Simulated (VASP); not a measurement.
# Sb (R-3m) in VASP: settings compared, part 2 of 2

VASP 6.6.1.

## Step 4: Single point, HSE06

This run uses another cell than the first one, of 32.02 Å³/atom.

Input file POSCAR:

```
Sb
1.0
    2.1964499421      1.2681209653      3.8317049867
   -2.1964499421      1.2681209653      3.8317049867
    0.0000000000     -2.5362419306      3.8317049867
Sb
2
Direct
    0.7665100000      0.7665100000      0.7665100000
    0.2334900000      0.2334900000      0.2334900000
```

Input file INCAR.step1:

```
PREC     = Accurate       # precision mode
ENCUT    = 520            # plane-wave cutoff, eV
EDIFF    = 1E-5           # SCF threshold, eV
ISMEAR   = -1             # smearing method
SIGMA    = 0.05           # smearing width, eV
LREAL    = False          # projectors in reciprocal space
LASPH    = True           # aspherical terms in the spheres
NELM     = 60             # most SCF steps
ALGO     = Normal         # electronic algorithm
ISIF     = 2              # what is computed and relaxed
LWAVE    = True           # write WAVECAR
LCHARG   = False          # write CHGCAR
NBANDS   = 12             # bands
GGA      = PE             # functional
```

Input file INCAR.step2:

```
PREC     = Accurate       # precision mode
ENCUT    = 520            # plane-wave cutoff, eV
EDIFF    = 1E-6           # SCF threshold, eV
ISMEAR   = -1             # smearing method
SIGMA    = 0.05           # smearing width, eV
LREAL    = False          # projectors in reciprocal space
LASPH    = True           # aspherical terms in the spheres
NELM     = 60             # most SCF steps
ALGO     = Normal         # electronic algorithm
ISIF     = 2              # what is computed and relaxed
LWAVE    = False          # write WAVECAR
LCHARG   = False          # write CHGCAR
GGA      = PE             # functional
LHFCALC  = True           # exact exchange
HFSCREEN = 0.2079         # screening, 1/A
PRECFOCK = Normal       
NBANDS   = 12             # bands
ISTART   = 1
```

Input file KPOINTS:

```
Automatic mesh
0
Gamma
  4 4 4
```

Potentials or basis: VASP PAW PBE potentials, release 64 (Sb).

Launch:

```
> cat potpaw_PBE.64/Sb/POTCAR > POTCAR
> cp INCAR.step1 INCAR
> mpirun -np 1 vasp_std > vasp.out
> cp INCAR.step2 INCAR
> mpirun -np 1 vasp_std > vasp.out
```

OUTCAR:

```text
PREC = Accurate
   ENCUT = 520
   EDIFF = 1E-6
   ISMEAR = -1
   LREAL = False
   LASPH = True
   NELM = 60
   ISIF = 2
   GGA = PE
   LHFCALC = True
   HFSCREEN = 0.2079
   PRECFOCK = Normal
   ISTART = 1

 ion  position               nearest neighbor table
   1  0.767  0.767  0.767-   2 2.97   2 2.97   2 2.97   2 3.42   2 3.42   2 3.42
   2  0.233  0.233  0.233-   1 2.97   1 2.97   1 2.97   1 3.42   1 3.42   1 3.42

  LATTYP: Found a trigonal (rhomboedric) cell.
 ALAT       =     4.5950501886
 COS(alpha) =     0.5430253624

  Lattice vectors:

 A1 = (   2.1964499421,   1.2681209653,   3.8317049867)
 A2 = (  -2.1964499421,   1.2681209653,   3.8317049867)
 A3 = (   0.0000000000,  -2.5362419306,   3.8317049867)

Analysis of symmetry for initial positions (statically):
=====================================================================
 Subroutine PRICEL returns:
 Original cell was already a primitive cell.

 Routine SETGRP: Setting up the symmetry group for a
 trigonal (rhombohedral) supercell.

 Subroutine GETGRP returns: Found 12 space group operations
 (whereof 12 operations were pure point group operations)
 out of a pool of 12 trial point group operations.

The static configuration has the point symmetry D_3d.

Analysis of symmetry for dynamics (positions and initial velocities):
=====================================================================
 Subroutine PRICEL returns:
 Original cell was already a primitive cell.

 Routine SETGRP: Setting up the symmetry group for a
 trigonal (rhombohedral) supercell.

 Subroutine GETGRP returns: Found 12 space group operations
 (whereof 12 operations were pure point group operations)
 out of a pool of 12 trial point group operations.

The dynamic configuration has the point symmetry D_3d.

 Subroutine INISYM returns: Found 12 space group operations
 (whereof 12 operations are pure point group operations),
 and found     1 'primitive' translations

----------------------------------------------------------------------------------------

                                     Primitive cell

  volume of cell :      64.0362

  direct lattice vectors                    reciprocal lattice vectors
     2.196449942  1.268120965  3.831704987     0.227640062  0.131428051  0.086993475
    -2.196449942  1.268120965  3.831704987    -0.227640062  0.131428051  0.086993475
     0.000000000 -2.536241931  3.831704987     0.000000000 -0.262856102  0.086993475

  length of vectors
     4.595050189  4.595050189  4.595050189     0.276877581  0.276877581  0.276877581

  position of ions in fractional coordinates (direct lattice)
     0.766510000  0.766510000  0.766510000
     0.233490000  0.233490000  0.233490000

  ion indices of the primitive-cell ions
   primitive index   ion index
                 1           1
                 2           2

----------------------------------------------------------------------------------------

 KPOINTS: Automatic mesh

Automatic generation of k-mesh.
 Grid dimensions read from file:
 generate k-points for:    4    4    4

 Generating k-lattice:

[... 36 lines left out ...]
   ions per type =               2
   NGX,Y,Z   is equivalent  to a cutoff of  13.02, 13.02, 13.02 a.u.
   NGXF,Y,Z  is equivalent  to a cutoff of  26.05, 26.05, 26.05 a.u.
 SYSTEM =  unknown system
   PREC   = accura    normal or accurate (medium, high low for compatibility)
   ISTART =      1    job   : 0-new  1-cont  2-samecut
   ICHARG =      0    charge: 1-file 2-atom 10-const
   ISPIN  =      1    spin polarized calculation?
   LNONCOLLINEAR =      F non collinear calculations
   LSORBIT =      F    spin-orbit coupling
   LASPH  =      T    aspherical Exc in radial PAW
   ENCUT  =  520.0 eV  38.22 Ry    6.18 a.u.   8.54  8.54  8.54*2*pi/ulx,y,z
   NELM   =     60;   NELMIN=  2; NELMDL=  0     # of ELM steps
   EDIFF  = 0.1E-05   stopping-criterion for ELM
   LREAL  =      F    real-space projection
   EDIFFG = 0.1E-04   stopping-criterion for IOM
   NSW    =      0    number of steps for IOM
   IBRION =     -1    ionic relax: 0-MD 1-quasi-New 2-CG
   NFREE  =      0    steps in history (QN), initial steepest desc. (CG)
   ISIF   =      2    stress and relaxation
   ISYM   =      3    0-nonsym 1-usesym 2-fastsym
   POTIM  = 0.5000    time-step for ionic-motion
   TEBEG  =    0.0;   TEEND  =   0.0 temperature during run
   PSTRESS=    0.0 pullay stress
   NELECT =      10.0000    total number of electrons
   NUPDOWN=      -1.0000    fix difference up-down
   EMIN   =  10.00;   EMAX   =-10.00  energy-range for DOS
   EFERMI =   0.00;   METHOD = LEGACY
   ISMEAR =    -1;   SIGMA  =   0.05  broadening in eV -4-tet -1-fermi 0-gaus
   EFERMI_NEDOS =   21; number of points for ismear=-14 and -15
   IALGO  =     38    algorithm
   IMIX   =      1    mixing-type and parameters
     AMIX     =   0.40;   BMIX     =  1.00
     AMIX_MAG =   1.60;   BMIX_MAG =  1.00
  volume/ion in A,a.u.               =      32.02       216.07
  Fermi-wavevector in a.u.,A,eV,Ry     =   0.881589  1.665963 10.574448  0.777200
  Thomas-Fermi vector in A             =   2.002106
   LORBIT       =      0    0 simple, 1 ext, 2 COOP (PROOUT), +10 PAW based schemes
   GGA     = PE    functional components
   LHFCALC =     T    Hartree Fock is set to
   PRECFOCK=normal    Normal, Fast or Accurate (Low or Medium for compatibility)
   ENCUT4O =  -1.0   cutoff for four orbital integrals eV
   NKREDX  =     1    reduce k-point grid by
   NKREDY  =     1    reduce k-point grid by
   NKREDZ  =     1    reduce k-point grid by
   AEXX    =    0.2500 exact exchange contribution
   HFSCREEN=    0.2079 screening length (either q_TF or 0.3 A-1)
   HFSCREENC=   0.2079 screening length for correlation (either q_TF or 0.3 A-1)
   ENCUTFOCK=  -1.0 apply spherical cutoff to Coloumb kernel
   IVDW    =     0    specifies the selected vdW correction
   LEPSILON=     F    determine dielectric tensor
   LRPA    =     F    only Hartree local field effects (RPA)
 non-spin polarized calculation
  energy-cutoff  :      520.00
  volume of cell :       64.04
 maximum number of plane-waves:      1742
 NGX is ok and might be reduce to    36
  NGX = 28; NGY = 28; NGZ = 28

 number of electron      10.0000000 magnetization

 Free energy of the ion-electron system (eV)
  ---------------------------------------------------
  ext. energy  EPLUGINS =         0.00000000
  ---------------------------------------------------
  free energy    TOTEN  =       -10.15985354 eV

  energy without entropy =      -10.15868745  energy(sigma->0) =      -10.15927050

 E-fermi :   6.1912     XC(G=0):  -7.7660

 val. band max:        5.9972503760   @ k =   0.5000   0.0000  -0.0000
 cond. band min:       6.3723827822   @ k =   0.5000   0.0000  -0.0000
 fundamental gap:      0.3751324063
 Fermi energy:         6.1911838210

 k-point     1 :       0.0000    0.0000    0.0000
  band No.  band energies     occupation
      1      -7.2717      2.00000
      2       0.9044      2.00000
      3       4.1410      2.00000
      4       4.4023      2.00000
      5       4.4023      2.00000
      6       8.8062      0.00000
      7       9.4506      0.00000
      8       9.4506      0.00000
      9      12.0248      0.00000
     10      12.0248      0.00000
     11      12.1592      0.00000
     12      13.7303      0.00000
[... 166 lines left out ...]
 k-point    13 :       0.5000    0.5000    0.5000
  band No.  band energies     occupation
      1      -5.6835      2.00000
      2      -3.3546      2.00000
      3       4.9097      2.00000
      4       4.9097      2.00000
      5       5.9889      1.96563
      6       6.7460      0.00003
      7       6.7460      0.00003
      8       7.5128      0.00000
      9      13.9578      0.00000
     10      15.6115      0.00000
     11      15.6115      0.00000
     12      16.1832      0.00000

------------------------ aborting loop because EDIFF is reached ----------------------------------------

  FORCE on cell =-STRESS in cart. coord.  units (eV):
  Direction    XX          YY          ZZ          XY          YZ          ZX
  --------------------------------------------------------------------------------------
  -------------------------------------------------------------------------------------
  Total       -1.3248953     -1.3248953     -1.2808903      0.0000000     -0.0000000      0.0000000
  in kB      -33.1487266    -33.1487266    -32.0477248      0.0000000     -0.0000000      0.0000000
  external PRESSURE =     -32.7817260 kB  Pullay stress =       0.0000000 kB

 VOLUME and BASIS-vectors are now :
 -----------------------------------------------------------------------------
  energy-cutoff  :      520.00
  volume of cell :       64.04
      direct lattice vectors                 reciprocal lattice vectors
     2.196449942  1.268120965  3.831704987     0.227640062  0.131428051  0.086993475
    -2.196449942  1.268120965  3.831704987    -0.227640062  0.131428051  0.086993475
     0.000000000 -2.536241931  3.831704987     0.000000000 -0.262856102  0.086993475

 POSITION                                       TOTAL-FORCE (eV/Angst)
 -----------------------------------------------------------------------------------
      0.00000      0.00000      8.81112         0.000000     -0.000000      0.689992
      0.00000      0.00000      2.68399         0.000000      0.000000     -0.689992
 -----------------------------------------------------------------------------------
    total drift:                                0.000000     -0.000000      0.000000

  FREE ENERGIE OF THE ION-ELECTRON SYSTEM (eV)
  ---------------------------------------------------
  free  energy   TOTEN  =       -10.1598535443 eV

  energy  without entropy=      -10.1586874485  energy(sigma->0) =      -10.15927050
```

Run time: 21 min. Hardware: 1 thread of Intel Xeon 8259CL, shared host; peak memory 0.31 GiB.

Results:

```yaml
Free_energy: -10.1599 eV
Pressure: -3.3 GPa
Largest_force: 0.690 eV/Å
```

Forces in eV/Å, atoms in the order of the input:
```
Sb   0.000  0.000  0.690
Sb   0.000  0.000 -0.690
```

Caveat: the k points lie up to 0.43 Å⁻¹ apart; the PAW data sets were made with another functional, which shifts forces and pressure a little; spin-orbit coupling is left out, which moves the levels of the heavy elements.

## Step 5: Single point, PBE0

This run uses another cell than the first one, of 32.02 Å³/atom.

POSCAR is that of step 4.

Input file INCAR.step1:

```
  ALGO = Normal
  EDIFF = 1E-5
  ENCUT = 520
  GGA = PE
  ISIF = 2
  ISMEAR = -1
  LASPH = True
  LREAL = False
  LWAVE = True
  NBANDS = 12
  NELM = 60
  PREC = Accurate
  SIGMA = 0.05
```

Input file INCAR.step2:

```
  AEXX = 0.25
  ALGO = Normal
  EDIFF = 1E-6
  ENCUT = 520
  GGA = PE
  ISIF = 2
  ISMEAR = -1
  ISTART = 1
  LASPH = True
  LCHARG = True
  LELF = True
  LHFCALC = True
  LREAL = False
  LVHAR = True
  LWAVE = False
  NBANDS = 12
  NELM = 60
  PREC = Accurate
  PRECFOCK = Normal
  SIGMA = 0.05
```

Input file KPOINTS:

```
k-points
0
Gamma
  4 4 4
```

Launch:

```
> cat potpaw_PBE.64/Sb/POTCAR > POTCAR
> cp INCAR.step1 INCAR
> mpirun -np 1 vasp_std > vasp.out
> cp INCAR.step2 INCAR
> mpirun -np 1 vasp_std > vasp.out
```

Wall time 19 min (1 thread of Intel Xeon 8259CL, shared host); peak memory 0.22 GiB.

Results (log left out):

```
Free energy            : -11.3209 eV
Pressure               : -3.5 GPa
Largest force          : 0.737 eV/Å
Band gap on the k mesh : 0.99 eV (least direct gap 1.01 eV)
```

Forces in eV/Å, atoms in the order of the input:
```
Sb   0.000  0.000  0.737
Sb   0.000  0.000 -0.737
```

Stress tensor (GPa, compression positive):
```
-3.54  0.00  0.00
 0.00 -3.54  0.00
 0.00  0.00 -3.31
```

Levels at points of the mesh, in eV from the valence-band top:
| k point | band 1 | band 2 | band 3 | band 4 | band 5 | band 6 | band 7 | band 8 | band 9 | band 10 |
| --- | --- | --- | --- | --- | --- | --- | --- | --- | --- | --- |
| (0.00, 0.00, 0.00) | -13.39 | -5.17 | -1.92 | -1.66 | -1.66 | 3.47 | 4.13 | 4.13 | 6.69 | 6.69 |
| (0.50, 0.00, 0.00) | -10.94 | -10.17 | -1.79 | -1.66 | -0.02 | 0.99 | 1.46 | 1.79 | 9.25 | 9.80 |
| (0.50, 0.50, 0.00) | -10.95 | -8.48 | -5.51 | -3.70 | -3.59 | 3.04 | 6.40 | 7.02 | 8.38 | 10.24 |
| (0.50, 0.50, 0.50) | -11.80 | -9.47 | -1.13 | -1.13 | 0.00 | 1.37 | 1.37 | 2.12 | 8.64 | 10.30 |

Caveat: the k points lie up to 0.43 Å⁻¹ apart; the PAW data sets were made with another functional, which shifts forces and pressure a little; spin-orbit coupling is left out, which moves the levels of the heavy elements.

## Step 6: Overview

| level | cell | screening parameter | gap on the mesh (eV) | pressure (GPa) | largest force (eV/Å) |
| --- | --- | --- | --- | --- | --- |
| HSE06 | a = 4.566 Å, angles 57.1°, 2 atoms | 0.2079 1/Å | - | -2.4 | 0.60 |
| PBE0 | a = 4.566 Å, angles 57.1°, 2 atoms | - | 0.97 | -2.5 | 0.65 |
| HSE06 | a = 4.595 Å, angles 57.1°, 2 atoms | 0.2079 1/Å | - | -3.3 | 0.69 |
| PBE0 | a = 4.595 Å, angles 57.1°, 2 atoms | - | 0.99 | -3.5 | 0.74 |

Alike in all rows: task single point; potentials or basis VASP PAW PBE potentials, release 64 (Sb); no spin polarisation; k mesh 4 × 4 × 4; cutoff (eV) 520; smearing fermi-dirac 0.05 eV.

Caveats: all runs use coarse meshes; the PAW data sets were made with another functional, which shifts forces and pressure a little; spin-orbit coupling is left out, which moves the levels of the heavy elements.

Total energies depend on the potentials used, so only differences within one code and one set of settings carry meaning.
